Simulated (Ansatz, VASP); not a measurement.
## MgC2: VASP beside Ansatz

The input INCAR:

```
SYSTEM = MgC2
  PREC = Accurate
  ENCUT = 600
  EDIFF = 1E-7
  ISMEAR = -1
  SIGMA = 0.05
  LREAL = .FALSE.
  LASPH = .TRUE.
  NELM = 100
  ALGO = Normal
  ISIF = 3
  LWAVE = .FALSE.
  LCHARG = .FALSE.
  GGA = B5
  ALDAX = 1.0
  AGGAX = 1.0
  AGGAC = 1.0
  ALDAC = 0.0
  IBRION = 2
  NSW = 60
  EDIFFG = -0.01
```

File KPOINTS:

```
Automatic mesh
0
G
  5 5 5
  0 0 0
```

The input POSCAR:

```
MgC2
1.0
    3.9507770000      0.0000000000      0.0000000000
    0.0000000000      3.9507770000      0.0000000000
    0.0000000000      0.0000000000      4.9870890000
Mg C
2 4
Direct
    0.0000000000      0.0000000000      0.5000000000
    0.5000000000      0.5000000000      0.0000000000
    0.3876550000      0.6123450000      0.5000000000
    0.1123450000      0.1123450000      0.0000000000
    0.6123450000      0.3876550000      0.5000000000
    0.8876550000      0.8876550000      0.0000000000
```

Contents of input.yaml:

```yaml
crystal:
  lattice:
    - [3.950777, 0.0, 0.0]
    - [0.0, 3.950777, 0.0]
    - [0.0, 0.0, 4.987089]
  atoms:
    - { symbol: Mg, position: [0.0, 0.0, 0.5] }
    - { symbol: Mg, position: [0.5, 0.5, 0.0] }
    - { symbol: C, position: [0.387655, 0.612345, 0.5] }
    - { symbol: C, position: [0.112345, 0.112345, 0.0] }
    - { symbol: C, position: [0.612345, 0.387655, 0.5] }
    - { symbol: C, position: [0.887655, 0.887655, 0.0] }
hamiltonian:
  xc: blyp
  pseudopotentials: { kind: paw }
kpoints:
  mp_grid: { grid: [5, 5, 5] }
scf:
  occupations: { method: fermi_dirac, width: 0.05 }
output:
  forces: true
  stress: true
  eigenvalues: true
  write_density: true
  write_potential: true
  elf: true
  volumetric_format: npy
relax:
  f_tol: 0.01
  max_steps: 40
  cell: { stress_tol: 0.05 }
```

Alike in both runs: task relaxation of cell and atoms; functional BLYP; k mesh 5 × 5 × 5; occupations fermi-dirac, width 0.05 eV; no spin polarisation.

|  | VASP | Ansatz |
| --- | --- | --- |
| version | VASP 6.6.1 | Ansatz 0.2.0 |
| potentials or method | VASP PAW PBE potentials, release 64 (Mg, C) | Ansatz PAW |
| plane-wave cutoff (eV) | 600 | 420 |
| valence electrons in the cell | 20 | 36 |

```csv
,VASP,Ansatz,Ansatz less VASP
"gap on the k mesh at the Fermi level, each at its own relaxed structure (eV)",3.01,3.02,+0.013
relaxed volume (Å³/atom),13.28,13.34,+0.056
relaxed cell length with the largest relative difference (Å),5.101,5.113,+0.0120
```

VASP's potentials were made for PBE, not for BLYP. VASP's potentials hold 20 valence electrons a cell and Ansatz's 36, so a difference there can come from the potentials and not from the codes.

Noted on Ansatz's run: odd divisions of the mesh miss points on the zone boundary, where band edges often lie, so the gap on the mesh can be too wide; the plane-wave basis is chosen anew once the cell has moved, so the energies of steps on either side of that aren't comparable.
